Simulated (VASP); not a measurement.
Here is a VASP 6.6.1 calculation.

The input INCAR:

```
SYSTEM = Ni
ALGO = Normal ; EDIFF = 1E-6
ENCUT = 520 ; GGA = PE
ISIF = 2 ; ISMEAR = 0
ISPIN = 2 ; LASPH = .TRUE.
LCHARG = .TRUE. ; LELF = .TRUE.
LMAXMIX = 4 ; LORBIT = 11
LREAL = .FALSE. ; LVHAR = .TRUE.
LWAVE = .FALSE. ; MAGMOM = 0.3 0.3 0.3 0.3
NBANDS = 32 ; NELM = 150
PREC = Accurate ; SIGMA = 0.1
```

Contents of KPOINTS:

```
k-points
0
G
  9 9 4
  0 0 0
```

File POSCAR:

```
Ni
1.0
    3.8561468794      0.0000000000      0.0000000000
   -1.9280734396      3.3395211583      0.0000000000
    0.0000000000      0.0000000000      4.3390625775
Ni
4
Direct
    0.0000000000      0.0000000000      0.2500000000
    0.0000000000      0.0000000000      0.7500000000
    0.3333333333      0.6666666667      0.7500000000
    0.6666666667      0.3333333333      0.2500000000
```

Potentials or basis: VASP PAW PBE potentials, release 64 (Ni).

The run is started by

```console
$ cat potpaw_PBE.64/Ni/POTCAR > POTCAR
$ mpirun -np 1 vasp_std > vasp.out
```

**Question.** Estimate the net moment.

**Answer.** 2.79 μB per cell.

**Question.** What does it give for the site moments?

**Answer.** Ni +0.74, +0.67 μB.

**Question.** Predict the pressure.

**Answer.** 2.0 GPa.

Stress tensor (GPa, compression positive):
```
2.89 0.00 0.00
0.00 2.89 0.00
0.00 0.00 0.12
```

Caveat: the k points lie up to 0.36 Å⁻¹ apart.
